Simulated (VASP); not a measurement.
# Cu (P6_3/mmc) in VASP: relaxation of cell and atoms with PBE

Aim: the relaxation of cell and atoms of Cu with PBE.

Everything below comes from runs of VASP 6.6.1. Logs are shortened: lines on timing, memory, paths and dates and some standing lists are left out, and cuts for length are marked.

### 1 The cell of the first run

It takes space group P6_3/mmc (No. 194, hexagonal). Conventional cell: a = 2.379 Å, b = 2.379 Å, c = 3.853 Å, α = 90.00°, β = 90.00°, γ = 120.00°. Cu (site symmetry -6m2) has 12 Cu at 2.37 to 2.38 Å within 3.1 Å.

This isn't the form of Cu at room conditions, which is fcc.

### 2 Relaxation of cell and atoms, PBE, target pressure 60 GPa, at which the enthalpy is minimised

INCAR

```
ALGO = Normal
EDIFF = 1E-6
EDIFFG = -0.005
ENCUT = 600
GGA = PE
IBRION = 2
ISIF = 3
ISMEAR = -1
LASPH = True
LCHARG = False
LREAL = False
LWAVE = False
NELM = 60
NSW = 60
PREC = Accurate
PSTRESS = 600.0
SIGMA = 0.05
```

KPOINTS

```
k-points
0
Gamma
  18 18 10
```

POSCAR

```
Cu
1.0
    2.3786275716      0.0000000000      0.0000000000
   -1.1893137858      2.0599519032      0.0000000000
    0.0000000000      0.0000000000      3.8533766660
Cu
2
Direct
    0.3333333333      0.6666666667      0.2500000000
    0.6666666667      0.3333333333      0.7500000000
```

Potentials or basis: VASP PAW PBE potentials, release 64 (Cu).

Command:

```sh
$ cat potpaw_PBE.64/Cu/POTCAR > POTCAR
$ mpirun -np 1 vasp_std > vasp.out
```

OUTCAR:

```text
EDIFF = 1E-6
   EDIFFG = -0.005
   ENCUT = 600
   GGA = PE
   IBRION = 2
   ISIF = 3
   ISMEAR = -1
   LASPH = True
   LREAL = False
   NELM = 60
   NSW = 60
   PREC = Accurate
   PSTRESS = 600.0

 ion  position               nearest neighbor table
   1  0.333  0.667  0.250-   2 2.37   2 2.37   2 2.37   2 2.37   2 2.37   2 2.37
   2  0.667  0.333  0.750-   1 2.37   1 2.37   1 2.37   1 2.37   1 2.37   1 2.37

  LATTYP: Found a hexagonal cell.
 ALAT       =     2.3786275716
 C/A-ratio  =     1.6200000000

  Lattice vectors:

 A1 = (   2.3786275716,   0.0000000000,   0.0000000000)
 A2 = (  -1.1893137858,   2.0599519032,   0.0000000000)
 A3 = (   0.0000000000,   0.0000000000,   3.8533766660)

Analysis of symmetry for initial positions (statically):
=====================================================================
 Subroutine PRICEL returns:
 Original cell was already a primitive cell.

 Routine SETGRP: Setting up the symmetry group for a
 hexagonal supercell.

 Subroutine GETGRP returns: Found 24 space group operations
 (whereof 12 operations were pure point group operations)
 out of a pool of 24 trial point group operations.

The static configuration has the point symmetry D_3d.
 The point group associated with its full space group is D_6h.

Analysis of symmetry for dynamics (positions and initial velocities):
=====================================================================
 Subroutine PRICEL returns:
 Original cell was already a primitive cell.

 Routine SETGRP: Setting up the symmetry group for a
 hexagonal supercell.

 Subroutine GETGRP returns: Found 24 space group operations
 (whereof 12 operations were pure point group operations)
 out of a pool of 24 trial point group operations.

The dynamic configuration has the point symmetry D_3d.
 The point group associated with its full space group is D_6h.

 Subroutine INISYM returns: Found 24 space group operations
 (whereof 12 operations are pure point group operations),
 and found     1 'primitive' translations

----------------------------------------------------------------------------------------

                                     Primitive cell

  volume of cell :      18.8810

  direct lattice vectors                    reciprocal lattice vectors
     2.378627572  0.000000000  0.000000000     0.420410497  0.242724114  0.000000000
    -1.189313786  2.059951903  0.000000000     0.000000000  0.485448227  0.000000000
     0.000000000  0.000000000  3.853376666     0.000000000  0.000000000  0.259512653

  length of vectors
     2.378627572  2.378627572  3.853376666     0.485448227  0.485448227  0.259512653

  position of ions in fractional coordinates (direct lattice)
     0.333333333  0.666666667  0.250000000
     0.666666667  0.333333333  0.750000000

  ion indices of the primitive-cell ions
   primitive index   ion index
                 1           1
                 2           2

----------------------------------------------------------------------------------------

 KPOINTS: k-points

Automatic generation of k-mesh.
 Grid dimensions read from file:
 generate k-points for:   18   18   10

 Generating k-lattice:

  Cartesian coordinates                     Fractional coordinates (reciprocal lattice)
     0.023356139  0.013484673  0.000000000     0.055555556 -0.000000000  0.000000000
     0.000000000  0.026969346  0.000000000     0.000000000  0.055555556  0.000000000
     0.000000000  0.000000000  0.025951265     0.000000000  0.000000000  0.100000000

  Length of vectors
     0.026969346  0.026969346  0.025951265

  Shift w.r.t. Gamma in fractional coordinates (k-lattice)
     0.000000000  0.000000000  0.000000000

 Subroutine IBZKPT returns following result:
 ===========================================

 Found    222 irreducible k-points:

 Following reciprocal coordinates:
            Coordinates               Weight
  0.000000  0.000000  0.000000      1.000000
  0.055556  0.000000  0.000000      6.000000
  0.111111  0.000000  0.000000      6.000000
  0.166667  0.000000  0.000000      6.000000
  0.222222  0.000000  0.000000      6.000000
  0.277778  0.000000  0.000000      6.000000
[... 16 lines left out ...]
  0.333333  0.111111  0.000000     12.000000
  0.388889  0.111111  0.000000     12.000000
 [... further k-points ...]
   k-points           NKPTS =    222   k-points in BZ     NKDIM =    222   number of bands    NBANDS=     15
   number of dos      NEDOS =    301   number of ions     NIONS =      2
   total plane-waves  NPLWV =  12800
   dimension x,y,z NGX =    20 NGY =   20 NGZ =   32
   dimension x,y,z NGXF=    40 NGYF=   40 NGZF=   64
   ions per type =               2
   NGX,Y,Z   is equivalent  to a cutoff of  13.98, 13.98, 13.81 a.u.
   NGXF,Y,Z  is equivalent  to a cutoff of  27.96, 27.96, 27.61 a.u.
 SYSTEM =  unknown system
   PREC   = accura    normal or accurate (medium, high low for compatibility)
   ISTART =      0    job   : 0-new  1-cont  2-samecut
   ICHARG =      2    charge: 1-file 2-atom 10-const
   ISPIN  =      1    spin polarized calculation?
   LNONCOLLINEAR =      F non collinear calculations
   LSORBIT =      F    spin-orbit coupling
   LASPH  =      T    aspherical Exc in radial PAW
   ENCUT  =  600.0 eV  44.10 Ry    6.64 a.u.   4.75  4.75  7.70*2*pi/ulx,y,z
   NELM   =     60;   NELMIN=  2; NELMDL= -5     # of ELM steps
   EDIFF  = 0.1E-05   stopping-criterion for ELM
   LREAL  =      F    real-space projection
   EDIFFG = -.5E-02   stopping-criterion for IOM
   NSW    =     60    number of steps for IOM
   IBRION =      2    ionic relax: 0-MD 1-quasi-New 2-CG
   NFREE  =      1    steps in history (QN), initial steepest desc. (CG)
   ISIF   =      3    stress and relaxation
   ISYM   =      2    0-nonsym 1-usesym 2-fastsym
   POTIM  = 0.5000    time-step for ionic-motion
   TEBEG  =    0.0;   TEEND  =   0.0 temperature during run
   PSTRESS=  600.0 pullay stress
   NELECT =      22.0000    total number of electrons
   NUPDOWN=      -1.0000    fix difference up-down
   EMIN   =  10.00;   EMAX   =-10.00  energy-range for DOS
   EFERMI =   0.00;   METHOD = LEGACY
   ISMEAR =    -1;   SIGMA  =   0.05  broadening in eV -4-tet -1-fermi 0-gaus
   EFERMI_NEDOS =   21; number of points for ismear=-14 and -15
   IALGO  =     38    algorithm
   IMIX   =      4    mixing-type and parameters
     AMIX     =   0.40;   BMIX     =  1.00
     AMIX_MAG =   1.60;   BMIX_MAG =  1.00
  volume/ion in A,a.u.               =       9.44        63.71
  Fermi-wavevector in a.u.,A,eV,Ry     =   1.722691  3.255414 40.377526  2.967664
  Thomas-Fermi vector in A             =   2.798708
   LORBIT       =      0    0 simple, 1 ext, 2 COOP (PROOUT), +10 PAW based schemes
   GGA     = PE    functional components
   LHFCALC =     F    Hartree Fock is set to
   AEXX    =    0.0000 exact exchange contribution
   IVDW    =     0    specifies the selected vdW correction
   LEPSILON=     F    determine dielectric tensor
   LRPA    =     F    only Hartree local field effects (RPA)
 conjugate gradient relaxation of ions
 non-spin polarized calculation
  energy-cutoff  :      600.00
  volume of cell :       18.88
 maximum number of plane-waves:       651
 NGX is ok and might be reduce to    20
   NGX =  9   NGY =  9   NGZ = 15

--------------------------------------- Ionic step        1  -------------------------------------------

 number of electron      21.9999981 magnetization

 Free energy of the ion-electron system (eV)
  ---------------------------------------------------
  ext. energy  EPLUGINS =         0.00000000
  ---------------------------------------------------
  free energy    TOTEN  =        -6.66643611 eV

  energy without entropy =       -6.66065748  energy(sigma->0) =       -6.66354680

------------------------ aborting loop because EDIFF is reached ----------------------------------------

  FORCE on cell =-STRESS in cart. coord.  units (eV):
  Direction    XX          YY          ZZ          XY          YZ          ZX
  --------------------------------------------------------------------------------------
  -------------------------------------------------------------------------------------
  Total        7.0300683      7.0300683      7.4429497      0.0000000     -0.0000000      0.0000000
  in kB      596.5476467    596.5476467    631.5833499      0.0000000     -0.0000000      0.0000000
  external PRESSURE =       8.2262144 kB  Pullay stress =     600.0000000 kB

 VOLUME and BASIS-vectors are now :
 -----------------------------------------------------------------------------
  energy-cutoff  :      600.00
  volume of cell :       18.88
      direct lattice vectors                 reciprocal lattice vectors
     2.378627572  0.000000000  0.000000000     0.420410497  0.242724114  0.000000000
    -1.189313786  2.059951903  0.000000000     0.000000000  0.485448227  0.000000000
     0.000000000  0.000000000  3.853376666     0.000000000  0.000000000  0.259512653
[... 122 lines left out ...]
  FREE ENERGIE OF THE ION-ELECTRON SYSTEM (eV)
  ---------------------------------------------------
  free  energy   TOTEN  =        -6.6592233377 eV

  energy  without entropy=       -6.6528250514  energy(sigma->0) =       -6.65602419

  enthalpy is  TOTEN    =         0.4034152518 eV   P V=        7.0626385895

--------------------------------------- Ionic step        5  -------------------------------------------

 number of electron      21.9999988 magnetization

 Free energy of the ion-electron system (eV)
  ---------------------------------------------------
  ext. energy  EPLUGINS =         0.00000000
  ---------------------------------------------------
  free energy    TOTEN  =        -6.68094030 eV

  energy without entropy =       -6.67471084  energy(sigma->0) =       -6.67782557

 E-fermi :  10.6552     XC(G=0): -14.0704

 val. band max:       10.6315986883   @ k =   0.2778   0.2222   0.2000
 cond. band min:      10.6611887591   @ k =   0.2778   0.1667   0.5000
 fundamental gap:      0.0295900708
 Fermi energy:        10.6552281236

 k-point     1 :       0.0000    0.0000    0.0000
  band No.  band energies     occupation
      1      -0.4925      2.00000
      2       4.1743      2.00000
      3       6.8541      2.00000
      4       6.9373      2.00000
      5       6.9373      2.00000
      6       7.2350      2.00000
      7       7.2350      2.00000
      8       7.6358      2.00000
      9       7.6358      2.00000
     10       8.6756      2.00000
     11       8.6756      2.00000
     12       8.9834      2.00000
     13      15.7009      0.00000
     14      33.8108      0.00000
     15      36.0924      0.00000
[... 397 lines left out ...]
 k-point    24 :       0.3889    0.1111    0.0000
  band No.  band energies     occupation
      1       4.5910      2.00000
      2       4.9582      2.00000
      3       5.0980      2.00000
      4       6.3978      2.00000
      5       6.7463      2.00000
      6       6.9589      2.00000
      7       7.2711      2.00000
      8       8.6423      2.00000
      9       8.8085      2.00000
     10       8.8188      2.00000
     11      10.4780      1.94388
     12      14.1246      0.00000
     13      19.2172      0.00000
     14      20.0566      0.00000
     15      22.8202      0.00000

 [... further k-points ...]

------------------------ aborting loop because EDIFF is reached ----------------------------------------

  FORCE on cell =-STRESS in cart. coord.  units (eV):
  Direction    XX          YY          ZZ          XY          YZ          ZX
  --------------------------------------------------------------------------------------
  -------------------------------------------------------------------------------------
  Total        7.0874254      7.0874254      7.0851961     -0.0000000      0.0000000      0.0000000
  in kB      600.2928785    600.2928785    600.1040594     -0.0000000      0.0000000      0.0000000
  external PRESSURE =       0.2299388 kB  Pullay stress =     600.0000000 kB

 VOLUME and BASIS-vectors are now :
 -----------------------------------------------------------------------------
  energy-cutoff  :      600.00
  volume of cell :       18.92
      direct lattice vectors                 reciprocal lattice vectors
     2.373137141 -0.000000000 -0.000000000     0.421383148  0.243285674  0.000000000
    -1.186568571  2.055197051  0.000000000     0.000000000  0.486571348  0.000000000
     0.000000000 -0.000000000  3.878462425    -0.000000000 -0.000000000  0.257834134

 POSITION                                       TOTAL-FORCE (eV/Angst)
 -----------------------------------------------------------------------------------
     -0.00000      1.37013      0.96962         0.000000     -0.000000      0.000000
      1.18657      0.68507      2.90885         0.000000      0.000000      0.000000
 -----------------------------------------------------------------------------------
    total drift:                               -0.000000      0.000000     -0.000000

  FREE ENERGIE OF THE ION-ELECTRON SYSTEM (eV)
  ---------------------------------------------------
  free  energy   TOTEN  =        -6.6809402954 eV

  energy  without entropy=       -6.6747108388  energy(sigma->0) =       -6.67782557

  enthalpy is  TOTEN    =         0.4030272153 eV   P V=        7.0839675107

 reached required accuracy - stopping structural energy minimisation
```

Run time: 4.7 min. Hardware: 1 thread of Intel Xeon 8259CL, shared host; peak memory 0.2 GiB.

Results:

| Item | Value |
| --- | --- |
| Free energy | -6.6809 eV |
| Relaxed volume | 9.46 Å³/atom |
| Relaxed cell | a = 2.373 Å, b = 2.373 Å, c = 3.878 Å, α = 90.00°, β = 90.00°, γ = 120.00° |
| Space group after relaxing (to 0.1 Å) | P6_3/mmc (No. 194) |
| Energy change on relaxing (the run minimises the enthalpy) | -7.3 meV/atom |
| Ionic steps | 5 |
| Pressure after relaxing | 60.0 GPa |
| Band gap on the k mesh | zero (bands 11 and 12 overlap by 6.99 eV) |

The path:
```
step  energy change (eV)  largest force (eV/Å)  pressure (GPa)  volume (Å³)
   1              0.0000                0.0000           60.82        18.88
   2             -0.0501                0.0000           57.98        19.01
   3             -0.0316                0.0000           59.02        18.96
   4              0.0072                0.0000           61.24        18.86
   5             -0.0145                0.0000           60.02        18.92
```

Final structure:
```yaml
crystal:
  lattice:
    - [2.37314, 0.00000, 0.00000]
    - [-1.18657, 2.05520, 0.00000]
    - [0.00000, 0.00000, 3.87846]
  atoms:
    - { symbol: Cu, position: [0.33333, 0.66667, 0.25000] }
    - { symbol: Cu, position: [0.66667, 0.33333, 0.75000] }
```

Levels at points of the mesh, in eV from the Fermi level:
```csv
k point,band 7,band 8,band 9,band 10,band 11,band 12,band 13,band 14,band 15
"(0.00, 0.00, 0.00)",-3.42,-3.02,-3.02,-1.98,-1.98,-1.67,5.05,23.16,25.44
"(0.50, 0.00, 0.00)",-3.38,-1.84,-1.78,-1.70,0.04,2.11,8.93,9.63,12.18
"(0.00, 0.00, 0.50)",-3.77,-3.77,-2.29,-2.29,-2.29,-2.29,14.47,14.47,23.95
"(0.50, 0.00, 0.50)",-2.27,-2.27,-1.75,-1.75,0.31,0.31,6.23,6.23,18.63
```

Caveat: the cell is relaxed towards a set pressure, so the run minimises the enthalpy, not the energy.
